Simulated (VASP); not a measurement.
A run of VASP 6.6.1 is set up as follows.

Contents of INCAR:

```
  PREC = Accurate
  ENCUT = 520
  EDIFF = 1E-6
  ISMEAR = -1
  SIGMA = 0.002
  LREAL = Auto
  LASPH = True
  NELM = 80
  ALGO = Normal
  ISIF = 2
  LWAVE = False
  LCHARG = False
  GGA = PE
  NBANDS = 30
```

File KPOINTS:

```
Automatic mesh
0
Gamma
  1 1 1
```

The input POSCAR:

```
H
1.0
    6.6038540000      0.0000000000      0.0000000000
    0.0000000000      6.6038540000      0.0000000000
    0.0000000000      0.0000000000      6.6038540000
H
24
Direct
    0.8577415552      0.6950183938      0.9870296951
    0.8404940509      0.7693840597      0.8956285224
    0.3456769335      0.7324662235      1.0646207502
    0.3285354279      0.8064836079      1.1492985763
    1.0363039522      0.4288102069      0.6757871994
    0.9651031049      0.4528870566      0.7575576323
    0.8706733977      0.0753196543      0.9097869214
    0.8947351047      0.1946136302      0.9239756058
    0.2951458345      1.2583106774      0.0634175135
    0.2746880837      1.1572030514      0.1132520495
    0.7074505281      0.4541893264     -0.1350574982
    0.6751057791      0.3546413958     -0.1147966021
    0.3898783953      0.6823894047      0.6548448830
    0.4958013911      0.7135227399      0.6217430004
    0.0487594062      0.3648929852      0.2758692121
    0.0306033416      0.4620635162      0.3342896436
    0.4068987594      1.0862142016      0.6273457893
    0.5030244460      1.0399836217      0.6755297740
    0.8176589004      0.9037601376      0.2944795569
    0.8816215501      0.9777018087      0.2418436265
    1.1216480558      0.0632358014      0.5414868348
    1.0058066093      0.0640686484      0.5401239943
    0.6060551914      0.4257513870      0.3958294656
    0.5626562913      0.4386529442      0.2876199262
```

Potentials or basis: VASP PAW PBE potentials, release 64 (H).

Launch:

```sh
$ cat potpaw_PBE.64/H/POTCAR > POTCAR
$ mpirun -np 1 vasp_gam > vasp.out
```

(1) Predict the largest force.

(2) Predict the pressure.

(3) Predict the band gap on the k mesh.

Results:

(1) 1.901 eV/Å.

(2) 0.6 GPa.

(3) 8.21 eV.

Caveat: the k points lie up to 0.95 Å⁻¹ apart.
